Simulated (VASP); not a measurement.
# Al16AgO24 (a cell with a defect) (Ag interstitial hop between voids) in VASP: notebook

Runs on Al16AgO24 (a cell with a defect) (Ag interstitial hop between voids). Level: PBE. Tasks: single point.

All numbers are computed with VASP 6.6.1; they aren't measurements. Logs are shortened: lines on timing, memory, paths and dates and some standing lists are left out, and cuts for length are marked.

### Step 1. The cell of the first run

The cell holds a defect, 41 atoms: a = 5.181 Å, b = 10.361 Å, c = 10.361 Å, α = 55.29°, β = 55.29°, γ = 55.29°.

### Step 2. Single point, PBE

Input file INCAR:

```
SYSTEM = Al16AgO24
PREC = Accurate
ENCUT = 520
EDIFF = 1E-7
ISMEAR = -1
SIGMA = 0.01
LREAL = Auto
LASPH = .True.
NELM = 60
ALGO = Normal
ISIF = 2
LWAVE = .False.
LCHARG = .False.
GGA = PE
NELECT = 202.0
NBANDS = 128
```

Input file KPOINTS:

```
Automatic mesh
0
Gamma
  1 1 1
  0.25 0.25 0.25
```

Input file POSCAR:

```
Al16AgO24
1.0
    2.4039417600      1.3879164200      4.3742070900
   -4.8078835200      2.7758328500      8.7484141900
    0.0000000000     -5.5516656900      8.7484141900
Al O Ag
16 24 1
Direct
    0.6352888419      0.3202097996      0.3370282187
    0.8526234316      0.4251332555      0.4313299986
    0.1435196889      0.0737104885      0.0706139458
    0.3542769301      0.1614852825      0.1945233275
    0.6534355946      0.3073043693      0.8090380301
    0.8291406299      0.4207265373      0.9043337254
    0.1461279852      0.0714149352      0.5769693370
    0.3526666113      0.1723012126      0.6784179958
    0.6481740868      0.8240311989      0.3254270613
    0.8530224613      0.9275250839      0.4261105100
    0.1564301632      0.5998773142      0.0815134182
    0.3543983489      0.6845412049      0.1846420680
    0.6468198305      0.8289116501      0.8184813693
    0.8445997783      0.9278967857      0.9276562860
    0.1440185201      0.5772913452      0.5704095086
    0.3537516197      0.6847964263      0.6670498022
    0.4454204364      0.0222336429      0.3823903358
    0.9416384628      0.1312092702      0.2719724380
    0.0636050045      0.3531013701      0.2543574043
    0.7233818125      0.2262110828      0.0216987035
    0.2454758274      0.2745960274      0.4798469698
    0.5327154495      0.4706330277      0.1368866140
    0.4437352418      0.0218584602      0.8755083948
    0.9560235451      0.1151337998      0.7777572814
    0.0342686729      0.3787972942      0.7107451941
    0.7392022150      0.2191465911      0.5390089082
    0.2625941696      0.2624902643      0.9328964935
    0.5436809775      0.4751017788      0.6252315809
    0.4492491689      0.5278786937      0.3762843767
    0.9421546231      0.6267109812      0.2851712776
    0.0492672483      0.8808314443      0.2234988317
    0.7454288937      0.7301835510      0.0368736092
    0.2520236352      0.7810045213      0.4680778867
    0.5510073313      0.9754037640      0.1272275696
    0.4483534407      0.5632019623      0.8611679780
    0.9384632852      0.6329675249      0.7673265437
    0.0513909428      0.8752429339      0.7231776902
    0.7541181662      0.7238924093      0.5230526108
    0.2465520852      0.7886370837      0.9779591159
    0.5583637431      0.9720103211      0.6227803073
    1.0619489722      0.4594839820      0.0115571860
```

Potentials or basis: VASP PAW PBE potentials, release 64 (Al, O, Ag).

Launch:

```sh
> cat potpaw_PBE.64/Al/POTCAR potpaw_PBE.64/O/POTCAR potpaw_PBE.64/Ag/POTCAR > POTCAR
> mpirun -np 1 vasp_std > vasp.out
```

OUTCAR:

```text
SYSTEM = Al16AgO24
   PREC = Accurate
   ENCUT = 520
   EDIFF = 1E-7
   ISMEAR = -1
   LREAL = Auto
   LASPH = .True.
   NELM = 60
   ISIF = 2
   GGA = PE
   NELECT = 202.0

 ion  position               nearest neighbor table
   1  0.635  0.320  0.337-  21 1.84  18 1.89  22 1.91  26 1.98  29 1.98  19 2.03   2 2.69   8 2.74
                            41 2.82   4 2.88  12 2.90   2 3.20  10 3.22
   2  0.853  0.425  0.431-  28 1.86  19 1.86  21 1.87  30 1.89  29 1.99  26 2.03   1 2.69   7 2.83
                            15 2.83  11 2.86   5 3.04   1 3.20   9 3.25
   3  0.144  0.074  0.071-  31 1.83  27 1.85  23 1.87  20 1.98  18 2.01  34 2.03   4 2.78  14 2.80
                             6 2.83  10 2.84  12 3.14   8 3.20   4 3.21  41 3.48
   4  0.354  0.161  0.195-  17 1.78  20 1.87  19 1.88  34 1.93  18 1.96  27 2.52  41 2.59   9 2.70
                             3 2.78   1 2.88   5 3.06   7 3.13   3 3.21
   5  0.653  0.307  0.809-  24 1.77  28 1.82  27 1.84  25 2.00  20 2.04  35 2.49   6 2.60  41 2.69
                             8 2.78  16 3.00   2 3.04   4 3.06  14 3.07   7 3.30
   6  0.829  0.421  0.904-  35 1.79  25 1.84  20 1.88  27 1.96  36 2.03  22 2.18  41 2.33   5 2.60
                            15 2.73   3 2.83  11 2.86  41 3.29   8 3.34  16 3.34
   7  0.146  0.071  0.577-  17 1.85  37 1.86  26 1.88  24 1.93  40 1.98  21 1.99   8 2.67  14 2.81
                             2 2.83  10 2.83   4 3.13  16 3.17   8 3.25   5 3.30
   8  0.353  0.172  0.678-  26 1.83  23 1.86  25 1.89  21 1.95  24 1.98  40 1.98   7 2.67   1 2.74
                            13 2.75   5 2.78   3 3.20   7 3.25  15 3.30   6 3.34
   9  0.648  0.824  0.325-  30 1.84  33 1.85  34 1.88  38 1.94  17 1.97  31 1.99  10 2.68   4 2.70
[... 25 lines left out ...]
  27  0.263  0.262  0.933-   5 1.84   3 1.85   6 1.96  41 2.10   4 2.52
  28  0.544  0.475  0.625-   5 1.82   2 1.86  15 1.97  16 2.01
  29  0.449  0.528  0.376-  12 1.83  15 1.85   1 1.98   2 1.99
  30  0.942  0.627  0.285-   9 1.84  11 1.85   2 1.89  12 2.05
  31  0.049  0.881  0.223-  12 1.83   3 1.83  10 1.96   9 1.99
  32  0.745  0.730  0.037-  12 1.85  14 1.91  11 1.93  13 2.12  41 2.39
  33  0.252  0.781  0.468-   9 1.85  10 1.86  16 1.95  15 2.00
  34  0.551  0.975  0.127-   9 1.88  14 1.89   4 1.93   3 2.03
  35  0.448  0.563  0.861-   6 1.79  16 1.85  11 2.01  41 2.14   5 2.49
  36  0.938  0.633  0.767-  13 1.87  15 1.95   6 2.03  16 2.03  41 2.32
  37  0.051  0.875  0.723-  16 1.85   7 1.86  13 1.96  14 2.00
  38  0.754  0.724  0.523-  15 1.85  16 1.85   9 1.94  10 1.99
  39  0.247  0.789  0.978-  11 1.81  13 1.87  14 1.91  12 2.03
  40  0.558  0.972  0.623-  13 1.84  10 1.85   8 1.98   7 1.98
  41  0.062  0.459  0.012-  19 2.10  27 2.10  35 2.14  22 2.23  11 2.30  36 2.32   6 2.33  32 2.39
                             4 2.59   5 2.69   1 2.82  16 2.98  12 3.10  13 3.18   6 3.29   3 3.48

  LATTYP: Found a base centered monoclinic cell.
 ALAT       =    14.1357249055
 B/A-ratio  =     0.6802457681
 C/A-ratio  =     0.3664920511
 COS(beta)  =    -0.1016821385

  Lattice vectors:

 A1 = (   7.2118252800,  -1.3879164300,  -4.3742071000)
 A2 = (   2.4039417600,   6.9395821100,  -4.3742071000)
 A3 = (   2.4039417600,   1.3879164200,   4.3742070900)

Analysis of symmetry for initial positions (statically):
=====================================================================
 Subroutine PRICEL returns:
 Original cell was already a primitive cell.

 Routine SETGRP: Setting up the symmetry group for a
 base centered monoclinic supercell.

 Subroutine GETGRP returns: Found  1 space group operations
 (whereof  1 operations were pure point group operations)
 out of a pool of  4 trial point group operations.

The static configuration has the point symmetry C_1 .

Analysis of symmetry for dynamics (positions and initial velocities):
=====================================================================
 Subroutine PRICEL returns:
 Original cell was already a primitive cell.

 Routine SETGRP: Setting up the symmetry group for a
 base centered monoclinic supercell.

 Subroutine GETGRP returns: Found  1 space group operations
 (whereof  1 operations were pure point group operations)
 out of a pool of  4 trial point group operations.

The dynamic configuration has the point symmetry C_1 .

 Subroutine INISYM returns: Found  1 space group operations
 (whereof  1 operations are pure point group operations),
 and found     1 'primitive' translations

----------------------------------------------------------------------------------------

                                     Primitive cell

  volume of cell :     350.2659

  direct lattice vectors                    reciprocal lattice vectors
     2.403941760  1.387916420  4.374207090     0.207991728  0.120084080  0.076204287
    -4.807883520  2.775832850  8.748414190    -0.103995864  0.060042040  0.038102144
[... 93 lines left out ...]

 KPOINTS: Automatic mesh

Automatic generation of k-mesh.
 Grid dimensions read from file:
 generate k-points for:    1    1    1

 Generating k-lattice:

  Cartesian coordinates                     Fractional coordinates (reciprocal lattice)
     0.207991728  0.120084080  0.076204287     1.000000000  0.000000000  0.000000000
    -0.103995864  0.060042040  0.038102144    -0.000000000  1.000000000  0.000000000
    -0.000000000 -0.120084080  0.038102144     0.000000000  0.000000000  1.000000000

  Length of vectors
     0.251967932  0.125983966  0.125983966

  Shift w.r.t. Gamma in fractional coordinates (k-lattice)
     0.250000000  0.250000000  0.250000000

 Subroutine IBZKPT returns following result:
 ===========================================

 Found      1 irreducible k-points:

 Following reciprocal coordinates:
            Coordinates               Weight
  0.250000  0.250000  0.250000      2.000000
   k-points           NKPTS =      1   k-points in BZ     NKDIM =      1   number of bands    NBANDS=    128
   number of dos      NEDOS =    301   number of ions     NIONS =     41
   total plane-waves  NPLWV = 256000
   dimension x,y,z NGX =    40 NGY =   80 NGZ =   80
   dimension x,y,z NGXF=    80 NGYF=  160 NGZF=  160
   ions per type =              16  24   1
   NGX,Y,Z   is equivalent  to a cutoff of  12.84, 12.84, 12.84 a.u.
   NGXF,Y,Z  is equivalent  to a cutoff of  25.67, 25.67, 25.67 a.u.
 SYSTEM =  Al16AgO24
   PREC   = accura    normal or accurate (medium, high low for compatibility)
   ISTART =      0    job   : 0-new  1-cont  2-samecut
   ICHARG =      2    charge: 1-file 2-atom 10-const
   ISPIN  =      1    spin polarized calculation?
   LNONCOLLINEAR =      F non collinear calculations
   LSORBIT =      F    spin-orbit coupling
   LASPH  =      T    aspherical Exc in radial PAW
   ENCUT  =  520.0 eV  38.22 Ry    6.18 a.u.   9.63 19.27 19.27*2*pi/ulx,y,z
   NELM   =     60;   NELMIN=  2; NELMDL= -5     # of ELM steps
   EDIFF  = 0.1E-06   stopping-criterion for ELM
   LREAL  =      T    real-space projection
   EDIFFG = 0.1E-05   stopping-criterion for IOM
   NSW    =      0    number of steps for IOM
   IBRION =     -1    ionic relax: 0-MD 1-quasi-New 2-CG
   NFREE  =      0    steps in history (QN), initial steepest desc. (CG)
   ISIF   =      2    stress and relaxation
   ISYM   =      2    0-nonsym 1-usesym 2-fastsym
   POTIM  = 0.5000    time-step for ionic-motion
   TEBEG  =    0.0;   TEEND  =   0.0 temperature during run
   PSTRESS=    0.0 pullay stress
   NELECT =     202.0000    total number of electrons
   NUPDOWN=      -1.0000    fix difference up-down
   EMIN   =  10.00;   EMAX   =-10.00  energy-range for DOS
   EFERMI =   0.00;   METHOD = LEGACY
   ISMEAR =    -1;   SIGMA  =   0.01  broadening in eV -4-tet -1-fermi 0-gaus
   EFERMI_NEDOS =   21; number of points for ismear=-14 and -15
   IALGO  =     38    algorithm
   IMIX   =      4    mixing-type and parameters
     AMIX     =   0.40;   BMIX     =  1.00
     AMIX_MAG =   1.60;   BMIX_MAG =  1.00
  volume/ion in A,a.u.               =       8.54        57.65
  Fermi-wavevector in a.u.,A,eV,Ry     =   1.362676  2.575085 25.264474  1.856886
  Thomas-Fermi vector in A             =   2.489145
   LORBIT       =      0    0 simple, 1 ext, 2 COOP (PROOUT), +10 PAW based schemes
   GGA     = PE    functional components
   LHFCALC =     F    Hartree Fock is set to
   AEXX    =    0.0000 exact exchange contribution
   IVDW    =     0    specifies the selected vdW correction
   LEPSILON=     F    determine dielectric tensor
   LRPA    =     F    only Hartree local field effects (RPA)
 non-spin polarized calculation
  energy-cutoff  :      520.00
  volume of cell :      350.27
 maximum number of plane-waves:      9444
 NGX is ok and might be reduce to    40
   NGX = 19   NGY = 39   NGZ = 39

 number of electron     201.9999997 magnetization

 Free energy of the ion-electron system (eV)
  ---------------------------------------------------
  ext. energy  EPLUGINS =         0.00000000
  ---------------------------------------------------
  free energy    TOTEN  =      -302.32021334 eV

  energy without entropy =     -302.32021334  energy(sigma->0) =     -302.32021334

 E-fermi :   8.2253     XC(G=0): -11.7876

 val. band max:        7.9575058348   @ k =   0.2500   0.2500   0.2500
 cond. band min:      12.1085702034   @ k =   0.2500   0.2500   0.2500
 fundamental gap:      4.1510643686
 Fermi energy:         8.2253382850

 k-point     1 :       0.2500    0.2500    0.2500
  band No.  band energies     occupation
      1     -12.5923      2.00000
      2     -11.7032      2.00000
      3     -11.5839      2.00000
      4     -11.5359      2.00000
      5     -11.5011      2.00000
      6     -11.4133      2.00000
[... 105 lines left out ...]
    112      16.1293      0.00000
    113      16.2260      0.00000
 [bands above 113 left out]

------------------------ aborting loop because EDIFF is reached ----------------------------------------

  FORCE on cell =-STRESS in cart. coord.  units (eV):
  Direction    XX          YY          ZZ          XY          YZ          ZX
  --------------------------------------------------------------------------------------
  -------------------------------------------------------------------------------------
  Total       14.0160789     15.1204648     21.0866758     -2.4057231     -2.1280148     -3.9096214
  in kB       64.1119930     69.1636468     96.4541382    -11.0041977     -9.7339115    -17.8832913
  external PRESSURE =      76.5765926 kB  Pullay stress =       0.0000000 kB

 VOLUME and BASIS-vectors are now :
 -----------------------------------------------------------------------------
  energy-cutoff  :      520.00
  volume of cell :      350.27
      direct lattice vectors                 reciprocal lattice vectors
     2.403941760  1.387916420  4.374207090     0.207991728  0.120084080  0.076204287
    -4.807883520  2.775832850  8.748414190    -0.103995864  0.060042040  0.038102144
     0.000000000 -5.551665690  8.748414190    -0.000000000 -0.120084080  0.038102144

 POSITION                                       TOTAL-FORCE (eV/Angst)
 -----------------------------------------------------------------------------------
     -0.01233     -0.10049      8.52868        -0.003156     -0.004117     -0.015779
      0.00567     -0.03113     11.22225        -0.004920     -0.003336      0.016345
     -0.00938      0.01178      1.89039         0.006955     -0.006557     -0.009795
      0.07526     -0.13997      4.66419         0.008069      0.001985      0.007677
      0.09334     -2.73157     12.62449        -0.001110     -0.003572     -0.003221
     -0.02960     -2.70191     15.21901        -0.008553      0.004902     -0.004047
[... 33 lines left out ...]
     -3.33104      0.01563     16.39429         0.007066      0.002153     -0.001919
     -2.06022      1.29727      4.39184        -0.002185      0.013223     -0.011711
 -----------------------------------------------------------------------------------
    total drift:                                0.002642     -0.003484     -0.002118

  FREE ENERGIE OF THE ION-ELECTRON SYSTEM (eV)
  ---------------------------------------------------
  free  energy   TOTEN  =      -302.3202133381 eV

  energy  without entropy=     -302.3202133381  energy(sigma->0) =     -302.32021334
```

Wall time 2.5 min (1 thread of Intel Xeon Platinum 8375C at 2.90GHz (Ice Lake), shared host); peak memory 0.54 GiB.

Results:

```yaml
Free_energy: -302.3202 eV
Largest_force: 0.030 eV/Å
```

Forces in eV/Å, atoms in the order of the input:
```
Al  -0.003 -0.004 -0.016
Al  -0.005 -0.003  0.016
Al   0.007 -0.007 -0.010
Al   0.008  0.002  0.008
Al  -0.001 -0.004 -0.003
Al  -0.009  0.005 -0.004
Al   0.004  0.008 -0.009
Al   0.002 -0.006  0.007
Al   0.000 -0.003 -0.005
Al  -0.002 -0.006  0.009
Al  -0.001 -0.003 -0.001
Al  -0.004  0.001  0.013
Al  -0.006  0.002 -0.005
Al  -0.007  0.009  0.016
Al   0.003 -0.001 -0.010
Al  -0.004  0.005  0.003
O   -0.006 -0.001  0.004
O   -0.004  0.006  0.002
O   -0.003  0.014  0.002
O   -0.002  0.000  0.001
O   -0.003  0.008 -0.005
O    0.012 -0.002 -0.002
O   -0.002 -0.006  0.009
O    0.002  0.001  0.003
O    0.003  0.011 -0.003
O    0.005  0.011  0.009
O   -0.012  0.002  0.011
O   -0.009 -0.008  0.010
O    0.006  0.006 -0.002
O   -0.004 -0.009 -0.007
O    0.002 -0.001  0.000
O    0.009 -0.004 -0.012
O   -0.003  0.002 -0.001
O    0.001  0.003 -0.004
O   -0.005 -0.016 -0.013
O    0.014 -0.025  0.010
O    0.006 -0.007 -0.005
O    0.001 -0.006 -0.002
O    0.003  0.009  0.001
O    0.007  0.002 -0.002
Ag  -0.002  0.013 -0.012
```

Levels at points of the mesh, in eV from the Fermi level:
```tsv
k point	band 98	band 99	band 100	band 101	band 102	band 103	band 104	band 105
(0.25, 0.25, 0.25)	-1.87	-1.82	-0.62	-0.27	3.88	5.59	5.82	6.43
```

Caveat: the k points lie up to 1.58 Å⁻¹ apart; the cell carries a net charge on a neutralising background, which shifts energy and pressure; the cell is charged against a uniform background, so pressure and absolute levels hang on convention.

### Step 3. Single point, PBE

Input file INCAR:

```
PREC = Accurate ; ENCUT = 520
EDIFF = 1E-6 ; ISMEAR = -1
SIGMA = 0.01 ; LREAL = Auto
LASPH = True ; NELM = 100
ALGO = Normal ; ISIF = 2
LWAVE = False ; LCHARG = True
GGA = PE ; LELF = True
LVHAR = True ; NELECT = 202.0
NBANDS = 128
```

KPOINTS is that of step 2.

Input file POSCAR:

```
Al16AgO24
1.0
    2.4039417600      1.3879164200      4.3742070900
   -4.8078835200      2.7758328500      8.7484141900
    0.0000000000     -5.5516656900      8.7484141900
Al O Ag
16 24 1
Direct
    0.6564172147      0.3319881625      0.3497630103
    0.8545816335      0.4347181056      0.4348086334
    0.1536650040      0.0591530278      0.0576046481
    0.3296734087      0.1540871072      0.1710208833
    0.6441304136      0.3207420915      0.8239439459
    0.8546318234      0.4445271155      0.9120248992
    0.1469756606      0.0686562802      0.5792230719
    0.3451469125      0.1777984643      0.6780857980
    0.6442618889      0.8203918861      0.3277694235
    0.8539471385      0.9172169966      0.4351005207
    0.1353646240      0.5871131229      0.0706670947
    0.3527226036      0.6815298651      0.1755369155
    0.6464662992      0.8270527919      0.8217553554
    0.8531258898      0.9284756035      0.9225964883
    0.1483101520      0.5755504637      0.5744536651
    0.3533017806      0.6761945076      0.6779430401
    0.4385877679      0.0173758253      0.3833546770
    0.9483793456      0.1115015072      0.3132792120
    0.0324097734      0.3874243250      0.2210672851
    0.7631639497      0.1827380583      0.0127179008
    0.2457711837      0.2870096399      0.4804060860
    0.5642289899      0.5040631895      0.1039555162
    0.4564041269      0.0278533138      0.8654313043
    0.9441450921      0.1256071847      0.7720858719
    0.0513085673      0.3772856426      0.7258073340
    0.7468354349      0.2281649053      0.5387037877
    0.2238126960      0.2717162671      0.9765914012
    0.5495429725      0.4736341316      0.6311744774
    0.4419706572      0.5354362741      0.3771216208
    0.9494918146      0.6264067043      0.2782768739
    0.0437969079      0.8754070651      0.2255149822
    0.7457675515      0.7299182324      0.0249202004
    0.2541793664      0.7732088852      0.4743199586
    0.5346382407      0.9606190073      0.1291975391
    0.4421100216      0.5220024933      0.8817092068
    0.9457034516      0.6324056521      0.7727370548
    0.0587304880      0.8728683269      0.7223673889
    0.7521801225      0.7182067684      0.5314367956
    0.2396803044      0.7889138474      0.9696024383
    0.5517783761      0.9733018498      0.6255253794
    0.5616199942      0.2614407053      0.2097667058
```

Potentials or basis: VASP PAW PBE potentials, release 64 (Al, O, Ag).

Launch:

```sh
> cat potpaw_PBE.64/Al/POTCAR potpaw_PBE.64/O/POTCAR potpaw_PBE.64/Ag/POTCAR > POTCAR
> mpirun -np 1 vasp_std > vasp.out
```

It took 2.4 min on 1 thread of Intel Xeon Platinum 8375C at 2.90GHz (Ice Lake), shared host; peak memory 0.54 GiB.

Results (log left out):

```yaml
Free_energy: -302.3203 eV
Largest_force: 0.020 eV/Å
```

Forces on the atoms (eV/Å):
```
Al  -0.004 -0.004  0.001
Al  -0.002 -0.005  0.012
Al   0.005  0.003 -0.005
Al  -0.006 -0.009 -0.004
Al  -0.001  0.004 -0.013
Al   0.002  0.007  0.009
Al  -0.003 -0.002 -0.008
Al   0.005 -0.006  0.014
Al   0.000  0.003 -0.010
Al   0.004 -0.005  0.010
Al  -0.004  0.000 -0.009
Al   0.002 -0.002  0.013
Al   0.006  0.001 -0.008
Al  -0.004  0.001  0.004
Al  -0.002  0.001 -0.003
Al  -0.005  0.001  0.006
O   -0.009  0.015  0.003
O   -0.011  0.001 -0.010
O    0.016  0.010  0.000
O   -0.005 -0.011  0.016
O   -0.002  0.008 -0.012
O    0.005 -0.010  0.004
O    0.000  0.001  0.001
O   -0.007  0.000  0.005
O    0.004 -0.002 -0.003
O    0.011 -0.003  0.003
O   -0.004  0.003  0.000
O    0.002  0.003  0.000
O   -0.006  0.001 -0.004
O    0.003  0.002 -0.001
O   -0.007 -0.003  0.004
O    0.000 -0.004  0.000
O   -0.002  0.005  0.000
O    0.012  0.000 -0.001
O    0.001 -0.003 -0.003
O   -0.002 -0.001  0.003
O    0.004  0.004  0.000
O    0.002 -0.004 -0.004
O    0.005  0.002  0.005
O   -0.003  0.004 -0.004
Ag   0.002 -0.003 -0.009
```

Levels at points of the mesh, in eV from the Fermi level:
```
           k point  band 99  band 100  band 101  band 102  band 103  band 104
(0.25, 0.25, 0.25)    -1.83     -0.62     -0.27      3.88      5.58      5.82
```

Caveat: the k points lie up to 1.58 Å⁻¹ apart; the cell carries a net charge on a neutralising background, which shifts energy and pressure; the cell is charged against a uniform background, so pressure and absolute levels hang on convention.

(Part 1 of 2 ends here.)
